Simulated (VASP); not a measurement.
Wanted: the native input for a VASP 6.6.1 run.

```yaml
Task: single point
Functional: PBEsol
Dispersion: D3(BJ)
Potentials_or_basis: VASP PAW PBE potentials, release 64 (Te, Mo_sv, H)
Cutoff: 400 eV
k_mesh: 9 × 9 × 2
Occupations: gaussian, width 0.05 eV
Spin: no spin polarisation
Dipole_correction: no
Further_INCAR_settings: ALGO = Normal; EDIFF = 1e-06; NBANDS = 50
```

The structure of Te6Mo3H (a cell with a defect) lies in POSCAR:

```
Te6Mo3H
1.0
    3.4334342720      0.0000000000      0.0000000000
   -1.7167171360      2.9734413017      0.0000000000
    0.0000000000      0.0000000000     20.7704294686
Te Mo H
6 3 1
Direct
    0.0000000000      0.0000000000      0.9125759363
    0.3333333333      0.6666666667      0.5917818730
    0.3333333333      0.6666666667      0.2333053354
    0.3333333333      0.6666666667      0.7666946646
    0.3333333333      0.6666666667      0.4082181270
    0.0000000000      0.0000000000      0.0874240637
    0.0000000000      0.0000000000      0.6791511892
    0.0000000000      0.0000000000      0.3208488108
    0.3333333333      0.6666666667      0.0000000000
    0.3643568367      0.6405117517      0.0856769680
```

The input as run:

INCAR

```
PREC     = Accurate       # precision mode
ENCUT    = 400            # plane-wave cutoff, eV
EDIFF    = 1E-6           # SCF threshold, eV
ISMEAR   = 0              # smearing method
SIGMA    = 0.05           # smearing width, eV
LREAL    = F              # projectors in reciprocal space
LASPH    = T              # aspherical terms in the spheres
NELM     = 120            # most SCF steps
ALGO     = Normal         # electronic algorithm
ISIF     = 2              # what is computed and relaxed
LWAVE    = F              # write WAVECAR
LCHARG   = F              # write CHGCAR
GGA      = PS             # functional
IVDW     = 12             # dispersion correction
NBANDS   = 50             # bands
GGA_COMPAT= F
```

KPOINTS

```
Automatic mesh
0
Gamma
  9 9 2
```

Potentials or basis: VASP PAW PBE potentials, release 64 (Te, Mo_sv, H).

Launch:

```bash
$ cat potpaw_PBE.64/Te/POTCAR potpaw_PBE.64/Mo_sv/POTCAR potpaw_PBE.64/H/POTCAR > POTCAR
$ mpirun -np 1 vasp_std > vasp.out
```

It gave:

* Pressure: 3.1 GPa
* Largest force: 1.257 eV/Å
* Band gap on the k mesh: zero (an odd number of electrons rules out a gap without spin polarisation)
* Dispersion energy per atom: -0.504 eV

Caveat: the PAW data sets were made with another functional, which shifts forces and pressure a little; spin-orbit coupling is left out, which moves the levels of the heavy elements.

Wall time 21 min on 1 thread of Intel Xeon 8259CL, with other jobs on the host, peak memory 0.6 GiB.
